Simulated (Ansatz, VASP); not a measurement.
Pt in VASP and in Ansatz

Contents of INCAR:

```
SYSTEM = Pt
  ALGO = Normal
  EDIFF = 1E-6
  ENCUT = 520
  GGA = PS
  ISIF = 2
  ISMEAR = -1
  LASPH = .TRUE.
  LCHARG = .FALSE.
  LREAL = .FALSE.
  LWAVE = .FALSE.
  NBANDS = 28
  NELM = 80
  PREC = Accurate
  SIGMA = 0.1
```

File KPOINTS:

```
k-points
0
G
  15 15 4
  0 0 0
```

File POSCAR:

```
Pt
1.0
    2.7912460746      0.0000000000      0.0000000000
   -1.3956230373      2.4172900088      0.0000000000
    0.0000000000      0.0000000000      9.3078028147
Pt
4
Direct
    1.0000000000      0.0000000000      0.0000000000
    1.0000000000      0.0000000000      0.5000000000
    0.3333333333      0.6666666667      0.2500000000
    0.6666666667      0.3333333333      0.7500000000
```

Input for Ansatz:

```yaml
crystal:
  lattice:
    - [2.7912460746, 0.0, 0.0]
    - [-1.3956230373, 2.4172900088, 0.0]
    - [0.0, 0.0, 9.3078028147]
  atoms:
    - { symbol: Pt, position: [1.0, 0.0, 0.0] }
    - { symbol: Pt, position: [1.0, 0.0, 0.5] }
    - { symbol: Pt, position: [0.3333333333, 0.6666666667, 0.25] }
    - { symbol: Pt, position: [0.6666666667, 0.3333333333, 0.75] }
hamiltonian:
  xc: pbesol
  pseudopotentials:
    kind: paw
    azcp:
      Pt: "pseudopotentials/Pt.paw.azcp"
basis:
  ecutwfc: 420
  fft_grid_basis: typed
kpoints:
  mp_grid: { grid: [15, 15, 4], shift: [0, 0, 0] }
magnetization:
  spin_polarized: false
scf:
  occupations: { method: fermi_dirac, width: 0.1 }
  lower_state_search: "off"
output:
  stress: true
```

Alike in both runs: task single point; functional PBEsol; k mesh 15 × 15 × 4; occupations fermi-dirac, width 0.1 eV; no spin polarisation.

```csv
,VASP,Ansatz
version,VASP 6.6.1,Ansatz 0.2.0
potentials or method,"VASP PAW PBE potentials, release 64 (Pt), cutoff 520 eV","plane waves (420 eV) with PAW, scalar-relativistic"
valence electrons in the cell,40,72
```

|  | VASP | Ansatz | Ansatz less VASP |
| --- | --- | --- | --- |
| pressure (GPa) | -10.4 | -10.0 | +0.39 |
| traceless stress, the component that is largest in VASP (GPa) | 0.42 | 0.47 | +0.051 |

VASP's potentials were made for PBE, not for PBEsol, and Ansatz warns of the same on its side. VASP's potentials hold 40 valence electrons a cell and Ansatz's 72, so a difference there can come from the potentials and not from the codes.

Neither program's run includes spin-orbit coupling.
